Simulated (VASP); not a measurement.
Crystal: B.

```xyz
8
Lattice="2.5551 -2.7638 0.0000 2.5551 2.7638 0.0000 0.0000 0.0000 4.7993" Properties=species:S:1:pos:R:3 pbc="T T T"
B     4.2692    0.7434    2.0401
B     4.2692   -0.7434    4.4398
B     0.8410   -0.7434    4.4398
B     4.2692    0.7434    0.3595
B     0.8410   -0.7434    2.7591
B     0.8410    0.7434    2.0401
B     4.2692   -0.7434    2.7591
B     0.8410    0.7434    0.3595
```

```yaml
Program: VASP 6.6.1
Task: relaxation of cell and atoms
Functional: PBE
Potentials_or_basis: VASP PAW PBE potentials, release 64 (B)
Cutoff: 600 eV
k_mesh: 4 × 4 × 4
Occupations: gaussian, width 0.1 eV
Spin: no spin polarisation
```

At the start: pressure 18.2 GPa; volume 8.47 Å³/atom.

**Question.** How do energy, volume and symmetry change on relaxing?

**Answer.** Over 19 steps the energy falls by 146.3 meV/atom and the volume is 8.76 Å³/atom (+3.4 %); space group Cmcm (No. 63, to 0.05 Å).

The path:
```csv
step,energy change (eV),largest force (eV/Å),pressure (GPa),volume (Å³)
1,0.0000,1.9866,18.19,67.78
2,-0.5332,1.5793,-4.92,77.65
3,-0.7914,0.5133,1.09,73.82
4,-0.9007,0.3472,-2.53,75.11
5,-0.9203,0.4251,-4.57,75.88
6,-0.9986,0.3651,-3.81,75.00
7,-1.0476,0.4176,-2.54,73.50
8,-1.0970,0.2019,-0.10,71.96
9,-1.0970,0.2053,-0.08,71.95
10,-1.1146,0.1554,0.19,71.63
11,-1.1216,0.2409,0.61,71.16
12,-1.1333,0.2066,0.31,71.11
13,-1.1494,0.1733,-0.49,70.96
14,-1.1615,0.1152,-0.20,70.66
15,-1.1617,0.1336,-0.16,70.62
16,-1.1680,0.0338,-0.18,70.37
17,-1.1684,0.0569,-0.18,70.29
18,-1.1701,0.0414,0.02,70.09
19,-1.1701,0.0363,0.00,70.11
```

Final structure:
```xyz
8
Lattice="2.4117 -3.0423 0.0000 2.4117 3.0423 0.0000 0.0000 0.0000 4.7776" Properties=species:S:1:pos:R:3 pbc="T T T"
B     3.8764    0.7878    2.0829
B     3.8764   -0.7878    4.4717
B     0.9470   -0.7878    4.4717
B     3.8764    0.7878    0.3059
B     0.9470   -0.7878    2.6947
B     0.9470    0.7878    2.0829
B     3.8764   -0.7878    2.6947
B     0.9470    0.7878    0.3059
```

Caveat: the k points lie up to 0.42 Å⁻¹ apart in the final cell.
